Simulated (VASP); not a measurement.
The system is Au.

```
Au
1.0
     0.00000    2.06152    2.06152
     2.06152    0.00000    2.06152
     2.06152    2.06152    0.00000
Au
1
Direct
  0.00000 0.00000 0.00000
```

Program: VASP 6.6.1. Alike in all runs: task single point; level r2SCAN; potentials or basis VASP PAW PBE potentials, release 64 (Au); no spin polarisation; cell as given; cutoff (eV) 520.

Q: Order these runs on this cell by their pressure, lowest first.
A. k mesh 13 × 13 × 13; smearing fermi-dirac 0.2 eV
B. k mesh 3 × 3 × 3; smearing fermi-dirac 0.1 eV
C. k mesh 13 × 13 × 13; smearing fermi-dirac 1 eV
D. k mesh 2 × 2 × 2; smearing fermi-dirac 0.1 eV

A: B (-5.5 GPa), A (0.5 GPa), C (6.5 GPa), D (44.9 GPa).

Caveats: some runs use coarse meshes; the PAW data sets were made with another functional, which shifts forces and pressure a little.
